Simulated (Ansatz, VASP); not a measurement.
## ZrPt3: VASP beside Ansatz

The input INCAR:

```
PREC = Accurate ; ENCUT = 520
EDIFF = 1E-8 ; ISMEAR = -1
SIGMA = 0.15 ; LREAL = F
LASPH = T ; NELM = 100
ALGO = Normal ; ISIF = 2
LWAVE = F ; LCHARG = F
LEFG = T ; NBANDS = 29
```

Contents of KPOINTS:

```
Automatic mesh
0
Gamma
  10 10 10
```

File POSCAR:

```
ZrPt3
1.0
    3.9716773852      0.0000000000      0.0000000000
    0.0000000000      3.9716773852      0.0000000000
    0.0000000000      0.0000000000      3.9716773852
Zr Pt
1 3
Direct
    0.0000000000      0.0000000000      0.0000000000
    0.0000000000      0.5000000000      0.5000000000
    0.5000000000      0.0000000000      0.5000000000
    0.5000000000      0.5000000000      0.0000000000
```

Input for Ansatz:

```yaml
crystal:
  lattice:
    - [3.9716773852, 0.0, 0.0]
    - [0.0, 3.9716773852, 0.0]
    - [0.0, 0.0, 3.9716773852]
  atoms:
    - { symbol: Zr, position: [0.0, 0.0, 0.0] }
    - { symbol: Pt, position: [0.0, 0.5, 0.5] }
    - { symbol: Pt, position: [0.5, 0.0, 0.5] }
    - { symbol: Pt, position: [0.5, 0.5, 0.0] }
basis:
  ecutwfc: 420
kpoints:
  mp_grid: { grid: [10, 10, 10] }
hamiltonian:
  xc: lda
scf:
  occupations: { method: fermi_dirac, width: 0.15 }
output:
  forces: true
  stress: true
  eigenvalues: true
  efg: {}
checkpoint:
  read: start.run
  write: ck
  compress: false
  write_wavefunctions: false
  write_every: 100000
```

Alike in both runs: task electric field gradients; functional LDA; k mesh 10 × 10 × 10; occupations fermi-dirac, width 0.15 eV; no spin polarisation.

|  | VASP | Ansatz |
| --- | --- | --- |
| version | VASP 6.6.1 | Ansatz 0.2.0 |
| potentials or method | VASP PAW LDA potentials, release 64 (Zr_sv, Pt), cutoff 520 eV | scalar-relativistic, plane waves, PAW |
| valence electrons in the cell | 42 | 66 |

Ansatz gave:

| Quantity | Value |
| --- | --- |
| gap on the k mesh at the Fermi level (eV) | none |
| pressure (GPa) | 0.0 |
| size of Vzz on the site where it differs most (V/Å²) | 83.1 |

What did VASP give for the same quantities?

gap on the k mesh at the Fermi level (eV): none; pressure (GPa): 0.7; size of Vzz on the site where it differs most (V/Å²): 52.9.

LDA's correlation is that of Perdew and Zunger in VASP and of Perdew and Wang (1992) in Ansatz. A gap of «none» marks a metal or a gap that the smearing closes. VASP's potentials hold 42 valence electrons a cell and Ansatz's 66, so a difference there can come from the potentials and not from the codes.

Spin-orbit coupling is off throughout.
